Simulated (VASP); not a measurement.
# BaZrO3 (Pm-3m) in VASP: a series of runs

Runs on BaZrO3. Level: r2SCAN. Tasks: single point.

All numbers are computed with VASP 6.6.1; they aren't measurements. Logs are shortened: lines on timing, memory, paths and dates and some standing lists are left out, and cuts for length are marked.

**1. The cell of the first run**

The structure is cubic, space group Pm-3m (No. 221). Conventional cell: a = 4.289 Å, b = 4.289 Å, c = 4.289 Å, α = 90.00°, β = 90.00°, γ = 90.00°. Within 4.0 Å of Ba (site symmetry m-3m) lie 12 O at 3.03 Å and 8 Zr at 3.71 Å. Within 2.8 Å of Zr (site symmetry m-3m) lie 6 O at 2.14 Å. Within 2.8 Å of O (site symmetry 4/mmm) lie 2 Zr at 2.14 Å.

**2. Single point, r2SCAN, non-collinear spin, zero start, spin-orbit coupling (strain +2.0%)**

Input file POSCAR:

```
BaZrO3
1.0
    4.2894620125      0.0000000000      0.0000000000
    0.0000000000      4.2894620125      0.0000000000
    0.0000000000      0.0000000000      4.2894620125
Ba Zr O
1 1 3
Direct
    0.0000000000      0.0000000000      0.0000000000
    0.5000000000      0.5000000000      0.5000000000
    0.5000000000      0.5000000000      0.0000000000
    0.5000000000      0.0000000000      0.5000000000
    0.0000000000      0.5000000000      0.5000000000
```

Input file INCAR.step1:

```
ALGO = Normal
EDIFF = 1E-4
ENCUT = 520
GGA = PE
GGA_COMPAT = F
ISMEAR = 0
LASPH = T
LCHARG = F
LMAXMIX = 4
LREAL = F
LSORBIT = T
LWAVE = T
MAGMOM = 0 0 0 0 0 0 0 0 0 0 0 0 0 0 0
NBANDS = 55
NELM = 150
PREC = Accurate
SIGMA = 0.01
```

Input file INCAR.step2:

```
ALGO = Normal
EDIFF = 1E-7
ENCUT = 520
GGA_COMPAT = F
ISIF = 2
ISMEAR = 0
ISTART = 1
LASPH = T
LCHARG = T
LMAXMIX = 4
LMIXTAU = T
LORBIT = 11
LORBMOM = T
LREAL = F
LSORBIT = T
LVHAR = T
LWAVE = F
MAGMOM = 0 0 0 0 0 0 0 0 0 0 0 0 0 0 0
METAGGA = R2SCAN
NBANDS = 55
NELM = 150
PREC = Accurate
SIGMA = 0.01
```

Input file KPOINTS:

```
k-points
0
Gamma
  6 6 6
```

Potentials or basis: VASP PAW PBE potentials, release 64 (Ba_sv, Zr_sv, O).

Command:

```console
cat potpaw_PBE.64/Ba_sv/POTCAR potpaw_PBE.64/Zr_sv/POTCAR potpaw_PBE.64/O/POTCAR > POTCAR
cp INCAR.step1 INCAR
mpirun -np 1 vasp_ncl > vasp.out
cp INCAR.step2 INCAR
mpirun -np 1 vasp_ncl > vasp.out
```

OUTCAR:

```text
EDIFF = 1E-7
   ENCUT = 520
   ISIF = 2
   ISMEAR = 0
   ISTART = 1
   LASPH = T
   LORBIT = 11
   LREAL = F
   LSORBIT = T
   METAGGA = R2SCAN
   NELM = 150
   PREC = Accurate

 ion  position               nearest neighbor table
   1  0.000  0.000  0.000-   3 3.03   4 3.03   5 3.03   4 3.03   5 3.03   3 3.03   5 3.03   5 3.03
                             3 3.03   4 3.03   4 3.03   3 3.03   2 3.71   2 3.71   2 3.71   2 3.71
   2  0.500  0.500  0.500-   3 2.14   4 2.14   5 2.14   3 2.14   4 2.14   5 2.14   1 3.71   1 3.71
                             1 3.71   1 3.71   1 3.71   1 3.71   1 3.71   1 3.71
   3  0.500  0.500  0.000-   2 2.14   2 2.14   1 3.03   1 3.03   1 3.03   1 3.03
   4  0.500  0.000  0.500-   2 2.14   2 2.14   1 3.03   1 3.03   1 3.03   1 3.03
   5  0.000  0.500  0.500-   2 2.14   2 2.14   1 3.03   1 3.03   1 3.03   1 3.03

  LATTYP: Found a simple cubic cell.
 ALAT       =     4.2894620125

  Lattice vectors:

 A1 = (   4.2894620125,   0.0000000000,   0.0000000000)
 A2 = (   0.0000000000,   4.2894620125,   0.0000000000)
 A3 = (   0.0000000000,   0.0000000000,   4.2894620125)

Analysis of symmetry for initial positions (statically):
=====================================================================
 Subroutine PRICEL returns:
 Original cell was already a primitive cell.

 Routine SETGRP: Setting up the symmetry group for a
 simple cubic supercell.

 Subroutine GETGRP returns: Found 48 space group operations
 (whereof 48 operations were pure point group operations)
 out of a pool of 48 trial point group operations.

The static configuration has the point symmetry O_h .

Analysis of symmetry for dynamics (positions and initial velocities):
=====================================================================
 Subroutine PRICEL returns:
 Original cell was already a primitive cell.

 Routine SETGRP: Setting up the symmetry group for a
 simple cubic supercell.

 Subroutine GETGRP returns: Found 48 space group operations
 (whereof 48 operations were pure point group operations)
 out of a pool of 48 trial point group operations.

The dynamic configuration has the point symmetry O_h .

Analysis of structural, dynamic, and magnetic symmetry:
=====================================================================
 Subroutine PRICEL returns:
 Original cell was already a primitive cell.

 Routine SETGRP: Setting up the symmetry group for a
 simple cubic supercell.

 Subroutine GETGRP returns: Found 48 space group operations
 (whereof 48 operations were pure point group operations)
 out of a pool of 48 trial point group operations.

The overall configuration has the point symmetry O_h .

 Subroutine INISYM returns: Found 48 space group operations
 (whereof 48 operations are pure point group operations),
 and found     1 'primitive' translations

----------------------------------------------------------------------------------------

                                     Primitive cell

  volume of cell :      78.9239

  direct lattice vectors                    reciprocal lattice vectors
     4.289462012  0.000000000  0.000000000     0.233129469  0.000000000  0.000000000
     0.000000000  4.289462012  0.000000000     0.000000000  0.233129469  0.000000000
     0.000000000  0.000000000  4.289462012     0.000000000  0.000000000  0.233129469

  length of vectors
     4.289462012  4.289462012  4.289462012     0.233129469  0.233129469  0.233129469

  position of ions in fractional coordinates (direct lattice)
     0.000000000  0.000000000  0.000000000
     0.500000000  0.500000000  0.500000000
     0.500000000  0.500000000  0.000000000
     0.500000000  0.000000000  0.500000000
     0.000000000  0.500000000  0.500000000

  ion indices of the primitive-cell ions
   primitive index   ion index
                 1           1
                 2           2
[... 118 lines left out ...]
  free energy    TOTEN  =       -85.25222449 eV

  energy without entropy =      -85.25222449  energy(sigma->0) =      -85.25222449

 E-fermi :   3.1757     XC(G=0): -11.0179

 val. band max:        3.0132023713   @ k =   0.5000   0.5000   0.5000
 cond. band min:       6.5021088594   @ k =   0.0000   0.0000   0.0000
 fundamental gap:      3.4889064881
 Fermi energy:         3.1756598273

 k-point     1 :       0.0000    0.0000    0.0000
  band No.  band energies     occupation
      1     -45.9620      1.00000
      2     -45.9620      1.00000
      3     -24.4652      1.00000
      4     -24.4652      1.00000
      5     -23.2187      1.00000
      6     -23.2187      1.00000
[... 1089 lines left out ...]
     51      10.0037      0.00000
     52      10.0037      0.00000
 [bands above 52 left out]

------------------------ aborting loop because EDIFF is reached ----------------------------------------

  FORCE on cell =-STRESS in cart. coord.  units (eV):
  Direction    XX          YY          ZZ          XY          YZ          ZX
  --------------------------------------------------------------------------------------
  -------------------------------------------------------------------------------------
  Total       -3.8107813     -3.8107813     -3.8107813     -0.0000000     -0.0000000      0.0000000
  in kB      -77.3599414    -77.3599414    -77.3599414     -0.0000000     -0.0000000      0.0000000
  external PRESSURE =     -77.3599414 kB  Pullay stress =       0.0000000 kB

 VOLUME and BASIS-vectors are now :
 -----------------------------------------------------------------------------
  energy-cutoff  :      520.00
  volume of cell :       78.92
      direct lattice vectors                 reciprocal lattice vectors
     4.289462012  0.000000000  0.000000000     0.233129469  0.000000000  0.000000000
     0.000000000  4.289462012  0.000000000     0.000000000  0.233129469  0.000000000
     0.000000000  0.000000000  4.289462012     0.000000000  0.000000000  0.233129469

 POSITION                                       TOTAL-FORCE (eV/Angst)
 -----------------------------------------------------------------------------------
      0.00000      0.00000      0.00000         0.000000      0.000000      0.000000
      2.14473      2.14473      2.14473         0.000000      0.000000      0.000000
      2.14473      2.14473      0.00000         0.000000      0.000000      0.000000
      2.14473      0.00000      2.14473         0.000000      0.000000      0.000000
      0.00000      2.14473      2.14473         0.000000      0.000000      0.000000
 -----------------------------------------------------------------------------------
    total drift:                                0.000000     -0.000000     -0.000000

  FREE ENERGIE OF THE ION-ELECTRON SYSTEM (eV)
  ---------------------------------------------------
  free  energy   TOTEN  =       -85.2522244915 eV

  energy  without entropy=      -85.2522244915  energy(sigma->0) =      -85.25222449

 orbital moment (x)

 # of ion     p       d       tot
 ----------------------------------------
  1         0.000  -0.000  -0.000
  2         0.000  -0.000  -0.000
  3         0.000   0.000   0.000
  4         0.000   0.000   0.000
  5         0.000   0.000   0.000
 ----------------------------------------
            0.000  -0.000  -0.000

 orbital moment (y)

 # of ion     p       d       tot
 ----------------------------------------
  1         0.000  -0.000  -0.000
  2        -0.000  -0.000  -0.000
  3         0.000   0.000   0.000
  4         0.000   0.000   0.000
  5         0.000   0.000   0.000
 ----------------------------------------
            0.000  -0.000  -0.000

 orbital moment (z)

 # of ion     p       d       tot
 ----------------------------------------
  1        -0.000   0.000  -0.000
  2         0.000   0.000   0.000
  3         0.000   0.000   0.000
  4         0.000   0.000   0.000
  5         0.000   0.000   0.000
 ----------------------------------------
           -0.000   0.000  -0.000

 Spin-Orbit-Coupling matrix elements

 Ion:    1  E_soc:     -0.3627524
 l=   1
     0.0000000    -0.0603423    -0.0603423
    -0.0603423     0.0000000    -0.0603423
    -0.0603423    -0.0603423     0.0000000
 l=   2
     0.0000000    -0.0000263     0.0000000    -0.0000263    -0.0000901
    -0.0000263     0.0000000    -0.0000676    -0.0000263    -0.0000225
     0.0000000    -0.0000676     0.0000000    -0.0000676     0.0000000
    -0.0000263    -0.0000263    -0.0000676     0.0000000    -0.0000225
    -0.0000901    -0.0000225     0.0000000    -0.0000225     0.0000000
 l=   3
     0.0000000     0.0000000     0.0000000     0.0000000     0.0000000     0.0000000     0.0000000
     0.0000000     0.0000000     0.0000000     0.0000000     0.0000000     0.0000000     0.0000000
     0.0000000     0.0000000     0.0000000     0.0000000     0.0000000     0.0000000     0.0000000
     0.0000000     0.0000000     0.0000000     0.0000000     0.0000000     0.0000000     0.0000000
[... 69 lines left out ...]
 l=   2
     0.0000000     0.0000000     0.0000000     0.0000000     0.0000000
     0.0000000     0.0000000     0.0000000     0.0000000     0.0000000
     0.0000000     0.0000000     0.0000000     0.0000000     0.0000000
     0.0000000     0.0000000     0.0000000     0.0000000     0.0000000
     0.0000000     0.0000000     0.0000000     0.0000000     0.0000000
 l=   3
     0.0000000     0.0000000     0.0000000     0.0000000     0.0000000     0.0000000     0.0000000
     0.0000000     0.0000000     0.0000000     0.0000000     0.0000000     0.0000000     0.0000000
     0.0000000     0.0000000     0.0000000     0.0000000     0.0000000     0.0000000     0.0000000
     0.0000000     0.0000000     0.0000000     0.0000000     0.0000000     0.0000000     0.0000000
     0.0000000     0.0000000     0.0000000     0.0000000     0.0000000     0.0000000     0.0000000
     0.0000000     0.0000000     0.0000000     0.0000000     0.0000000     0.0000000     0.0000000
     0.0000000     0.0000000     0.0000000     0.0000000     0.0000000     0.0000000     0.0000000

 total charge

# of ion       s       p       d       tot
------------------------------------------
    1        2.007   5.639   0.215   7.862
    2        2.175   6.061   1.274   9.510
    3        1.561   3.482   0.000   5.044
    4        1.561   3.482   0.000   5.044
    5        1.561   3.482   0.000   5.044
--------------------------------------------------
tot          8.867  22.147   1.489  32.503

 magnetization (x)

# of ion       s       p       d       tot
------------------------------------------
    1        0.000  -0.000   0.000   0.000
    2       -0.000   0.000   0.000  -0.000
    3       -0.000   0.000   0.000   0.000
    4        0.000  -0.000   0.000  -0.000
    5       -0.000   0.000   0.000  -0.000
--------------------------------------------------
tot         -0.000  -0.000   0.000  -0.000

 magnetization (y)

# of ion       s       p       d       tot
------------------------------------------
    1        0.000   0.000  -0.000   0.000
    2        0.000  -0.000   0.000   0.000
    3        0.000  -0.000   0.000  -0.000
    4        0.000   0.000   0.000   0.000
    5        0.000   0.000   0.000   0.000
--------------------------------------------------
tot          0.000  -0.000  -0.000   0.000

 magnetization (z)

# of ion       s       p       d       tot
------------------------------------------
    1       -0.000   0.000   0.000  -0.000
    2        0.000   0.000   0.000   0.000
    3        0.000  -0.000   0.000  -0.000
    4        0.000  -0.000   0.000  -0.000
    5        0.000   0.000   0.000   0.000
--------------------------------------------------
tot          0.000   0.000   0.000   0.000
```

Wall time 14 min (1 thread of Intel Xeon 8259CL, shared host); peak memory 0.45 GiB.

Results:

| Item | Value |
| --- | --- |
| Free energy | -85.2522 eV |
| Pressure | -7.7 GPa |
| Net moment | 0.00 μB per cell |
| Valence electrons inside the program's atomic spheres | Ba 7.86; Zr 9.51; O 5.04 |

Moments on the atoms (μB; x, y, z):
```
Ba  0.00 0.00 0.00
Zr  0.00 0.00 0.00
O   0.00 0.00 0.00
O   0.00 0.00 0.00
O   0.00 0.00 0.00
```

Caveat: the cell differs from its parent crystal (strain +2.0%); the cell stands under tension; the PAW data sets were made with another functional, which shifts forces and pressure a little.

**3. Single point, r2SCAN, non-collinear spin, zero start, spin-orbit coupling (strain +4.0%)**

Edit POSCAR of step 2 so:

```diff
@@ -2,5 +2,5 @@
 1.0
-    4.2894620125      0.0000000000      0.0000000000
-    0.0000000000      4.2894620125      0.0000000000
-    0.0000000000      0.0000000000      4.2894620125
+    4.3735691108      0.0000000000      0.0000000000
+    0.0000000000      4.3735691108      0.0000000000
+    0.0000000000      0.0000000000      4.3735691108
 Ba Zr O
```

Input file INCAR.step1:

```
PREC = Accurate
ENCUT = 520
ISMEAR = 0
SIGMA = 0.01
LREAL = False
LASPH = True
NELM = 150
MAGMOM = 0 0 0 0 0 0 0 0 0 0 0 0 0 0 0
LSORBIT = True
GGA_COMPAT = False
LMAXMIX = 4
NBANDS = 55
GGA = PE
ALGO = Normal
EDIFF = 1E-4
LWAVE = True
LCHARG = False
```

Input file INCAR.step2:

```
PREC = Accurate
ENCUT = 520
EDIFF = 1E-6
ISMEAR = 0
SIGMA = 0.01
LREAL = False
LASPH = True
NELM = 150
ALGO = Normal
ISIF = 2
LWAVE = False
LCHARG = True
MAGMOM = 0 0 0 0 0 0 0 0 0 0 0 0 0 0 0
LORBIT = 11
LSORBIT = True
GGA_COMPAT = False
LORBMOM = True
LMAXMIX = 4
METAGGA = R2SCAN
LMIXTAU = True
LVHAR = True
NBANDS = 55
ISTART = 1
```

Input file KPOINTS:

```
Automatic mesh
0
Gamma
  6 6 6
```

Potentials or basis: VASP PAW PBE potentials, release 64 (Ba_sv, Zr_sv, O).

Command:

```console
cat potpaw_PBE.64/Ba_sv/POTCAR potpaw_PBE.64/Zr_sv/POTCAR potpaw_PBE.64/O/POTCAR > POTCAR
cp INCAR.step1 INCAR
mpirun -np 1 vasp_ncl > vasp.out
cp INCAR.step2 INCAR
mpirun -np 1 vasp_ncl > vasp.out
```

Wall time 7.8 min (1 thread of Intel Xeon 6975P-C (Granite Rapids), shared host); peak memory 0.55 GiB.

The run converged. Its results:

```
Free energy                                           : -84.9263 eV
Pressure                                              : -14.2 GPa
Net moment                                            : 0.00 μB per cell
Valence electrons inside the program's atomic spheres : Ba 7.83; Zr 9.42; O 5.01
```

Moments on the atoms (μB; x, y, z):
```
Ba  0.00 0.00 0.00
Zr  0.00 0.00 0.00
O   0.00 0.00 0.00
O   0.00 0.00 0.00
O   0.00 0.00 0.00
```

Caveat: the cell differs from its parent crystal (strain +4.0%); the cell stands under tension; the PAW data sets were made with another functional, which shifts forces and pressure a little.

**4. Single point, r2SCAN, non-collinear spin, zero start, spin-orbit coupling (strain +3.0%)**

Edit POSCAR of step 3 so:

```diff
@@ -2,5 +2,5 @@
 1.0
-    4.3735691108      0.0000000000      0.0000000000
-    0.0000000000      4.3735691108      0.0000000000
-    0.0000000000      0.0000000000      4.3735691108
+    4.3315155616      0.0000000000      0.0000000000
+    0.0000000000      4.3315155616      0.0000000000
+    0.0000000000      0.0000000000      4.3315155616
 Ba Zr O
```

Input file INCAR.step1:

```
SYSTEM = BaZrO3
ALGO = Normal
EDIFF = 1E-4
ENCUT = 520
GGA = PE
GGA_COMPAT = .False.
ISMEAR = 0
LASPH = .True.
LCHARG = .False.
LMAXMIX = 4
LREAL = .False.
LSORBIT = .True.
LWAVE = .True.
MAGMOM = 0 0 0 0 0 0 0 0 0 0 0 0 0 0 0
NBANDS = 55
NELM = 150
PREC = Accurate
SIGMA = 0.01
```

Input file INCAR.step2:

```
SYSTEM = BaZrO3
ALGO = Normal
EDIFF = 1E-7
ENCUT = 520
GGA_COMPAT = .False.
ISIF = 2
ISMEAR = 0
ISTART = 1
LASPH = .True.
LCHARG = .False.
LMAXMIX = 4
LMIXTAU = .True.
LORBIT = 11
LORBMOM = .True.
LREAL = .False.
LSORBIT = .True.
LWAVE = .False.
MAGMOM = 0 0 0 0 0 0 0 0 0 0 0 0 0 0 0
METAGGA = R2SCAN
NBANDS = 55
NELM = 150
PREC = Accurate
SIGMA = 0.01
```

Input file KPOINTS:

```
k-points
0
Gamma
  6 6 6
  0 0 0
```

Command:

```console
cat potpaw_PBE.64/Ba_sv/POTCAR potpaw_PBE.64/Zr_sv/POTCAR potpaw_PBE.64/O/POTCAR > POTCAR
cp INCAR.step1 INCAR
mpirun -np 1 vasp_ncl > vasp.out
cp INCAR.step2 INCAR
mpirun -np 1 vasp_ncl > vasp.out
```

Run time: 9.1 min. Hardware: 1 thread of AMD EPYC 9R45 (Zen 5), shared host; peak memory 0.42 GiB.

Results (log left out):

```yaml
Free_energy: -85.1149 eV
Pressure: -11.2 GPa
Net_moment: 0.00 μB per cell
Valence_electrons_inside_the_program's_atomic_spheres: Ba 7.84; Zr 9.46; O 5.03
```

Moments on the atoms (μB; x, y, z):
```
Ba  0.00 0.00 0.00
Zr  0.00 0.00 0.00
O   0.00 0.00 0.00
O   0.00 0.00 0.00
O   0.00 0.00 0.00
```

Caveat: the cell differs from its parent crystal (strain +3.0%); the cell stands under tension; the PAW data sets were made with another functional, which shifts forces and pressure a little.

**5. Summary**

```csv
cell,pressure (GPa),moment (μB)
"a = 4.289 Å, 5 atoms",-7.7,0.00
"a = 4.374 Å, 5 atoms",-14.2,0.00
"a = 4.332 Å, 5 atoms",-11.2,0.00
```

Alike in all rows: task single point; level r2SCAN; potentials or basis VASP PAW PBE potentials, release 64 (Ba_sv, Zr_sv, O); spin non-collinear, zero start, SOC; k mesh 6 × 6 × 6; cutoff (eV) 520; smearing gaussian 0.01 eV.

Caveats: the cell stands under tension; the PAW data sets were made with another functional, which shifts forces and pressure a little.

Total energies depend on the potentials used, so only differences within one code and one set of settings carry meaning.
